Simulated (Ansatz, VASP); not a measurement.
**Two plane-wave programs on Mg4H**

```
CELL_PARAMETERS angstrom
2.22156 -2.75602 0.00000
2.22156 2.75602 0.00000
0.00000 0.00000 5.46080
ATOMIC_POSITIONS crystal
Mg 0.00000 0.00000 0.70736
Mg 0.00000 0.00000 0.29264
Mg 0.71620 0.71620 0.00000
Mg 0.28380 0.28380 0.00000
H 0.50000 0.50000 0.50000
```

Alike in both runs: task single point; functional PBE; k mesh 6 × 6 × 4; occupations gaussian, width 0.1 eV; no spin polarisation.

```csv
,VASP,Ansatz
version,VASP 6.6.1,Ansatz 0.2.0
potentials or method,"VASP PAW PBE potentials, release 64 (Mg, H), cutoff 520 eV","scalar-relativistic, plane waves, PAW"
valence electrons in the cell,9,41
```

VASP gave:

| Property | Result |
| --- | --- |
| gap on the k mesh at the Fermi level (eV) | none |
| rms of the force components (eV/Å) | 2.288 |

Question: Estimate Ansatz's values.

Answer: gap on the k mesh at the Fermi level (eV): none; rms of the force components (eV/Å): 2.277.

Atom by atom the forces differ by 0.052 eV/Å (rms over components). A gap of «none» marks a metal or a gap that the smearing closes. VASP's potentials hold 9 valence electrons a cell and Ansatz's 41, so a difference there can come from the potentials and not from the codes.
